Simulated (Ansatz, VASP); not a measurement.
# One calculation of Nb2C3, two programs

The input INCAR:

```
SYSTEM = Nb2C3
PREC = Accurate
ENCUT = 520
EDIFF = 1E-7
ISMEAR = 0
SIGMA = 0.1
LREAL = .False.
LASPH = .True.
NELM = 100
ALGO = Normal
ISIF = 2
LWAVE = .False.
LCHARG = .False.
GGA = PE
NBANDS = 27
```

File KPOINTS:

```
regular mesh
0
Gamma
  6 6 4
  0 0 0
```

The input POSCAR:

```
Nb2C3
1.0
    2.7187372022     -1.6284072059      0.0000000000
    2.7187372022      1.6284072059      0.0000000000
   -1.9514081407      0.0000000000      5.7834960472
Nb C
2 3
Direct
    0.4293097628      0.4293097628      0.7182306449
    0.5672519785      0.5672519785      0.2817488921
    0.0003791553      0.0003791553      0.4991472045
    0.5124540333      0.9939821590      0.9994687552
    0.9939821590      0.5124540333      0.9994687552
```

Input for Ansatz:

```yaml
crystal:
  lattice:
    - [2.7187372022, -1.6284072059, 0.0]
    - [2.7187372022, 1.6284072059, 0.0]
    - [-1.9514081407, 0.0, 5.7834960472]
  atoms:
    - { symbol: Nb, position: [0.4293097628, 0.4293097628, 0.7182306449] }
    - { symbol: Nb, position: [0.5672519785, 0.5672519785, 0.2817488921] }
    - { symbol: C, position: [0.0003791553, 0.0003791553, 0.4991472045] }
    - { symbol: C, position: [0.5124540333, 0.993982159, 0.9994687552] }
    - { symbol: C, position: [0.993982159, 0.5124540333, 0.9994687552] }
basis:
  ecutwfc: 420
kpoints:
  mp_grid: { grid: [6, 6, 4] }
hamiltonian:
  xc: pbe
scf:
  occupations: { method: gaussian, width: 0.1 }
  lower_state_search: "off"
output:
  forces: true
  stress: true
  eigenvalues: true
```

Change from the starting cell: the structure that the rattled cell fell into.

Alike in both runs: task single point; functional PBE; k mesh 6 × 6 × 4; occupations gaussian, width 0.1 eV; no spin polarisation.

|  | VASP | Ansatz |
| --- | --- | --- |
| version | VASP 6.6.1 | Ansatz 0.2.0 |
| potentials or method | VASP PAW PBE potentials, release 64 (Nb_sv, C), cutoff 520 eV | scalar-relativistic, plane waves, PAW |
| valence electrons in the cell | 38 | 38 |

Ansatz gave:

```
gap on the k mesh at the Fermi level (eV)                     : none
pressure (GPa)                                                : 4.0
traceless stress, the component that is largest in VASP (GPa) : -7.03
rms of the force components (eV/Å)                            : 0.188
```

Q: Estimate VASP's values.

A: gap on the k mesh at the Fermi level (eV): none; pressure (GPa): 3.6; traceless stress, the component that is largest in VASP (GPa): -6.89; rms of the force components (eV/Å): 0.190.

Atom by atom the forces differ by 0.007 eV/Å (rms over components). A gap of «none» marks a metal or a gap that the smearing closes. With one functional, cell and mesh, what is left measures potentials, basis and numerics.

The k mesh is coarse, so the values compare programs but aren't converged.
